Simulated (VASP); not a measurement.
# Pt in VASP: single point with PBE

Aim: the single point of Pt with PBE.

Everything below comes from runs of VASP 6.6.1. Logs are shortened: lines on timing, memory, paths and dates and some standing lists are left out, and cuts for length are marked.

## (1) The cell of the first run

The cell holds a slab with vacuum, 7 atoms: a = 2.719 Å, b = 2.719 Å, c = 28.321 Å, α = 90.00°, β = 90.00°, γ = 60.00°.

## (2) Single point, PBE

Input file INCAR:

```
SYSTEM = Pt
  ALGO = Normal
  DIPOL = 0.5 0.5 0.500
  EDIFF = 1E-6
  ENCUT = 520
  GGA = PE
  IDIPOL = 3
  ISIF = 2
  ISMEAR = 0
  LASPH = .TRUE.
  LCHARG = .TRUE.
  LDIPOL = .TRUE.
  LELF = .TRUE.
  LREAL = .FALSE.
  LVACPOTAV = .TRUE.
  LVHAR = .TRUE.
  LWAVE = .FALSE.
  NBANDS = 44
  NELM = 80
  PREC = Accurate
  SIGMA = 0.1
```

Input file KPOINTS:

```
k-points
0
G
  16 16 1
  0 0 0
```

Input file POSCAR:

```
Pt
1.0
    2.7191932692      0.0000000000      0.0000000000
    1.3595966346      2.3548904489      0.0000000000
    0.0000000000      0.0000000000     28.3212720430
Pt
7
Direct
    0.0000000000      0.0000000000      0.2469804708
    0.3333333333      0.3333333333      0.3317692224
    0.6666666667      0.6666666667      0.4158862836
    0.0000000000      0.0000000000      0.5000000002
    0.3333333333      0.3333333333      0.5841137166
    0.6666666667      0.6666666667      0.6682307774
    0.0000000000      0.0000000000      0.7530195290
```

Potentials or basis: VASP PAW PBE potentials, release 64 (Pt).

Run with:

```bash
> cat potpaw_PBE.64/Pt/POTCAR > POTCAR
> mpirun -np 1 vasp_std > vasp.out
```

OUTCAR:

```text
SYSTEM = Pt
   EDIFF = 1E-6
   ENCUT = 520
   GGA = PE
   ISIF = 2
   ISMEAR = 0
   LASPH = .TRUE.
   LREAL = .FALSE.
   NELM = 80
   PREC = Accurate

 ion  position               nearest neighbor table
   1  0.000  0.000  0.247-   2 2.87   2 2.87   2 2.87
   2  0.333  0.333  0.332-   3 2.85   3 2.85   3 2.85   1 2.87   1 2.87   1 2.87
   3  0.667  0.667  0.416-   4 2.85   4 2.85   4 2.85   2 2.85   2 2.85   2 2.85
   4  0.000  0.000  0.500-   5 2.85   5 2.85   5 2.85   3 2.85   3 2.85   3 2.85
   5  0.333  0.333  0.584-   4 2.85   4 2.85   4 2.85   6 2.85   6 2.85   6 2.85
   6  0.667  0.667  0.668-   5 2.85   5 2.85   5 2.85   7 2.87   7 2.87   7 2.87
   7  0.000  0.000  0.753-   6 2.87   6 2.87   6 2.87

  LATTYP: Found a hexagonal cell.
 ALAT       =     2.7191932692
 C/A-ratio  =    10.4153214720

  Lattice vectors:

 A1 = (  -1.3595966346,  -2.3548904489,   0.0000000000)
 A2 = (   2.7191932692,   0.0000000000,   0.0000000000)
 A3 = (   0.0000000000,   0.0000000000,  28.3212720430)

Analysis of symmetry for initial positions (statically):
=====================================================================
 Subroutine PRICEL returns:
 Original cell was already a primitive cell.

 Routine SETGRP: Setting up the symmetry group for a
 hexagonal supercell.

 Subroutine GETGRP returns: Found 12 space group operations
 (whereof 12 operations were pure point group operations)
 out of a pool of 24 trial point group operations.

The static configuration has the point symmetry D_3d.

Analysis of symmetry for dynamics (positions and initial velocities):
=====================================================================
 Subroutine PRICEL returns:
 Original cell was already a primitive cell.

 Routine SETGRP: Setting up the symmetry group for a
 hexagonal supercell.

 Subroutine GETGRP returns: Found 12 space group operations
 (whereof 12 operations were pure point group operations)
 out of a pool of 24 trial point group operations.

The dynamic configuration has the point symmetry D_3d.

 Subroutine INISYM returns: Found 12 space group operations
 (whereof 12 operations are pure point group operations),
 and found     1 'primitive' translations

----------------------------------------------------------------------------------------

                                     Primitive cell

  volume of cell :     181.3525

  direct lattice vectors                    reciprocal lattice vectors
     2.719193269  0.000000000  0.000000000     0.367756132 -0.212324102  0.000000000
     1.359596635  2.354890449  0.000000000     0.000000000  0.424648204  0.000000000
     0.000000000  0.000000000 28.321272043     0.000000000  0.000000000  0.035309148

  length of vectors
     2.719193269  2.719193269 28.321272043     0.424648204  0.424648204  0.035309148

  position of ions in fractional coordinates (direct lattice)
     0.000000000  0.000000000  0.246980471
     0.333333333  0.333333333  0.331769222
     0.666666667  0.666666667  0.415886284
     0.000000000  0.000000000  0.500000000
     0.333333333  0.333333333  0.584113717
     0.666666667  0.666666667  0.668230777
     0.000000000  0.000000000  0.753019529

  ion indices of the primitive-cell ions
   primitive index   ion index
                 1           1
                 2           2
                 3           3
                 4           4
                 5           5
                 6           6
                 7           7

----------------------------------------------------------------------------------------

 KPOINTS: k-points

Automatic generation of k-mesh.
 Grid dimensions read from file:
 generate k-points for:   16   16    1

 Generating k-lattice:

  Cartesian coordinates                     Fractional coordinates (reciprocal lattice)
     0.022984758 -0.013270256  0.000000000     0.062500000  0.000000000  0.000000000
     0.000000000  0.026540513  0.000000000     0.000000000  0.062500000  0.000000000
     0.000000000  0.000000000  0.035309148     0.000000000  0.000000000  1.000000000

  Length of vectors
     0.026540513  0.026540513  0.035309148

  Shift w.r.t. Gamma in fractional coordinates (k-lattice)
     0.000000000  0.000000000  0.000000000

 Subroutine IBZKPT returns following result:
 ===========================================

 Found     30 irreducible k-points:

 Following reciprocal coordinates:
            Coordinates               Weight
  0.000000  0.000000  0.000000      1.000000
  0.062500  0.000000  0.000000      6.000000
  0.125000  0.000000  0.000000      6.000000
  0.187500  0.000000  0.000000      6.000000
  0.250000  0.000000  0.000000      6.000000
  0.312500  0.000000  0.000000      6.000000
[... 16 lines left out ...]
  0.375000  0.187500  0.000000      6.000000
  0.437500  0.187500  0.000000     12.000000
 [... further k-points ...]
   k-points           NKPTS =     30   k-points in BZ     NKDIM =     30   number of bands    NBANDS=     44
   number of dos      NEDOS =    301   number of ions     NIONS =      7
   total plane-waves  NPLWV =  86400
   dimension x,y,z NGX =    20 NGY =   20 NGZ =  216
   dimension x,y,z NGXF=    40 NGYF=   40 NGZF=  432
   ions per type =               7
   NGX,Y,Z   is equivalent  to a cutoff of  12.23, 12.23, 12.68 a.u.
   NGXF,Y,Z  is equivalent  to a cutoff of  24.46, 24.46, 25.36 a.u.
 SYSTEM =  Pt
   PREC   = accura    normal or accurate (medium, high low for compatibility)
   ISTART =      0    job   : 0-new  1-cont  2-samecut
   ICHARG =      2    charge: 1-file 2-atom 10-const
   ISPIN  =      1    spin polarized calculation?
   LNONCOLLINEAR =      F non collinear calculations
   LSORBIT =      F    spin-orbit coupling
   LASPH  =      T    aspherical Exc in radial PAW
   ENCUT  =  520.0 eV  38.22 Ry    6.18 a.u.   5.06  5.06 52.66*2*pi/ulx,y,z
   NELM   =     80;   NELMIN=  2; NELMDL= -5     # of ELM steps
   EDIFF  = 0.1E-05   stopping-criterion for ELM
   LREAL  =      F    real-space projection
   EDIFFG = 0.1E-04   stopping-criterion for IOM
   NSW    =      0    number of steps for IOM
   IBRION =     -1    ionic relax: 0-MD 1-quasi-New 2-CG
   NFREE  =      0    steps in history (QN), initial steepest desc. (CG)
   ISIF   =      2    stress and relaxation
   ISYM   =      2    0-nonsym 1-usesym 2-fastsym
   POTIM  = 0.5000    time-step for ionic-motion
   TEBEG  =    0.0;   TEEND  =   0.0 temperature during run
   PSTRESS=    0.0 pullay stress
   NELECT =      70.0000    total number of electrons
   NUPDOWN=      -1.0000    fix difference up-down
   EMIN   =  10.00;   EMAX   =-10.00  energy-range for DOS
   EFERMI =   0.00;   METHOD = LEGACY
   ISMEAR =     0;   SIGMA  =   0.10  broadening in eV -4-tet -1-fermi 0-gaus
   EFERMI_NEDOS =   21; number of points for ismear=-14 and -15
   IALGO  =     38    algorithm
   IMIX   =      4    mixing-type and parameters
     AMIX     =   0.40;   BMIX     =  1.00
     AMIX_MAG =   1.60;   BMIX_MAG =  1.00
  volume/ion in A,a.u.               =      25.91       174.83
  Fermi-wavevector in a.u.,A,eV,Ry     =   1.191973  2.252502 19.331145  1.420799
  Thomas-Fermi vector in A             =   2.328022
   LORBIT       =      0    0 simple, 1 ext, 2 COOP (PROOUT), +10 PAW based schemes
   GGA     = PE    functional components
   LHFCALC =     F    Hartree Fock is set to
   AEXX    =    0.0000 exact exchange contribution
   IVDW    =     0    specifies the selected vdW correction
   LEPSILON=     F    determine dielectric tensor
   LRPA    =     F    only Hartree local field effects (RPA)
 non-spin polarized calculation
 Gauss-broadening in eV      SIGMA  =   0.10
  energy-cutoff  :      520.00
  volume of cell :      181.35
 maximum number of plane-waves:      4931
   NGX = 11   NGY = 11   NGZ =105

 number of electron      70.0000000 magnetization

 dipolmoment           0.000000      0.000000     -0.000000 electrons x Angstroem

 Free energy of the ion-electron system (eV)
  ---------------------------------------------------
  ext. energy  EPLUGINS =         0.00000000
  ---------------------------------------------------
  free energy    TOTEN  =       -41.47007998 eV

  energy without entropy =      -41.40091705  energy(sigma->0) =      -41.43549852

 E-fermi :   4.0683     XC(G=0):  -8.5665

 val. band max:        4.0645954562   @ k =   0.3750   0.0625   0.0000
 cond. band min:       4.0694753056   @ k =   0.3125   0.0000   0.0000
 fundamental gap:      0.0048798494
 Fermi energy:         4.0682754017

 k-point     1 :       0.0000    0.0000    0.0000
  band No.  band energies     occupation
      1      -5.8222      2.00000
      2      -5.3173      2.00000
      3      -4.6373      2.00000
      4      -3.9675      2.00000
      5      -3.5097      2.00000
      6      -3.2265      2.00000
[... 36 lines left out ...]
     43       4.1843      0.10096
     44       9.2304      0.00000

 k-point     2 :       0.0625    0.0000    0.0000
  band No.  band energies     occupation
      1      -5.6745      2.00000
      2      -5.1710      2.00000
      3      -4.4910      2.00000
      4      -3.8186      2.00000
      5      -3.3619      2.00000
      6      -3.0799      2.00000
[... 36 lines left out ...]
     43       5.1410      0.00000
     44       9.2953      0.00000

 k-point     3 :       0.1250    0.0000    0.0000
  band No.  band energies     occupation
      1      -5.2473      2.00000
      2      -4.7512      2.00000
      3      -4.0761      2.00000
      4      -3.4004      2.00000
      5      -2.9491      2.00000
      6      -2.6695      2.00000
[... 976 lines left out ...]
     43      10.3831      0.00000
     44      11.1621      0.00000

 k-point    24 :       0.4375    0.1875    0.0000
  band No.  band energies     occupation
      1      -2.1641      2.00000
      2      -1.9584      2.00000
      3      -1.8801      2.00000
      4      -1.6598      2.00000
      5      -1.4686      2.00000
      6      -1.3280      2.00000
[... 36 lines left out ...]
     43      11.4248      0.00000
     44      12.0724      0.00000

 [... further k-points ...]

------------------------ aborting loop because EDIFF is reached ----------------------------------------

  FORCE on cell =-STRESS in cart. coord.  units (eV):
  Direction    XX          YY          ZZ          XY          YZ          ZX
  --------------------------------------------------------------------------------------
  -------------------------------------------------------------------------------------
  Total        3.4617995      3.4617995     -0.3683096     -0.0000000      0.0000000      0.0000000
  in kB       30.5836241     30.5836241     -3.2538690     -0.0000000      0.0000000      0.0000000
  external PRESSURE =      19.3044597 kB  Pullay stress =       0.0000000 kB

 VOLUME and BASIS-vectors are now :
 -----------------------------------------------------------------------------
  energy-cutoff  :      520.00
  volume of cell :      181.35
      direct lattice vectors                 reciprocal lattice vectors
     2.719193269  0.000000000  0.000000000     0.367756132 -0.212324102  0.000000000
     1.359596635  2.354890449  0.000000000     0.000000000  0.424648204  0.000000000
     0.000000000  0.000000000 28.321272043     0.000000000  0.000000000  0.035309148

 POSITION                                       TOTAL-FORCE (eV/Angst)
 -----------------------------------------------------------------------------------
      0.00000      0.00000      6.99480        -0.000000     -0.000000      0.021461
      1.35960      0.78496      9.39613        -0.000000      0.000000     -0.002759
      2.71919      1.56993     11.77843         0.000000      0.000000     -0.000199
      0.00000      0.00000     14.16064        -0.000000      0.000000      0.000000
      1.35960      0.78496     16.54284        -0.000000     -0.000000      0.000199
      2.71919      1.56993     18.92515         0.000000     -0.000000      0.002759
      0.00000      0.00000     21.32647        -0.000000     -0.000000     -0.021461
 -----------------------------------------------------------------------------------
    total drift:                               -0.000000     -0.000000     -0.000000

  FREE ENERGIE OF THE ION-ELECTRON SYSTEM (eV)
  ---------------------------------------------------
  free  energy   TOTEN  =       -41.4700799821 eV

  energy  without entropy=      -41.4009170538  energy(sigma->0) =      -41.43549852

 vacuum level on the upper side and lower side of the slab         9.844         9.844
```

Run time: 12 min. Hardware: 1 thread of Intel Xeon 8259CL, shared host; peak memory 0.38 GiB.

What came out:

- Free energy: -41.4701 eV
- Largest force: 0.021 eV/Å
- Band gap on the k mesh: zero (bands 35 and 36 overlap by 1.65 eV)

Forces in eV/Å, atoms in the order of the input:
```
Pt   0.000  0.000  0.021
Pt   0.000  0.000 -0.003
Pt   0.000  0.000  0.000
Pt   0.000  0.000  0.000
Pt   0.000  0.000  0.000
Pt   0.000  0.000  0.003
Pt   0.000  0.000 -0.021
```

Caveat: spin-orbit coupling is left out, which moves the levels of the heavy elements.
